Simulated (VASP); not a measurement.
SnTe:

```
CELL_PARAMETERS angstrom
0.00000 3.58398 3.58398
3.58398 0.00000 3.58398
3.58398 3.58398 0.00000
ATOMIC_POSITIONS crystal
Sn 0.00000 0.00000 0.00000
Te 0.25000 0.25000 0.25000
```

Base run:

| Quantity | Value |
| --- | --- |
| Program | VASP 6.6.1 |
| Functional | r2SCAN |
| Potentials or basis | VASP PAW PBE potentials, release 64 (Sn_d, Te) |
| Cutoff | 520 eV |
| k mesh | 4 × 4 × 4 |
| Occupations | fermi-dirac, width 0.02 eV |
| Spin | no spin polarisation |

Its results: band gap on the k mesh 0.09 eV (least direct gap 0.87 eV); pressure -0.2 GPa.

**Question.** The run is repeated on the same cell with these changes: functional from r2SCAN to PBE-based screened hybrid with 40 % exact exchange; further incar settings from ALGO = Normal; EDIFF = 1e-06; NBANDS = 17 to ALGO = Normal; EDIFF = 1e-07; NBANDS = 17. What comes out?

**Answer.** Band gap on the k mesh 0.30 eV (least direct gap 1.14 eV); pressure -0.5 GPa.

Caveats: the structure was generated, so it needn't be the stable form of SnTe; the PAW data sets were made with another functional, which shifts forces and pressure a little; spin-orbit coupling is left out, which moves the levels of the heavy elements; semilocal functionals underestimate gaps, and a narrow one can read as zero (at least some runs).

A k mesh can miss the band edges.
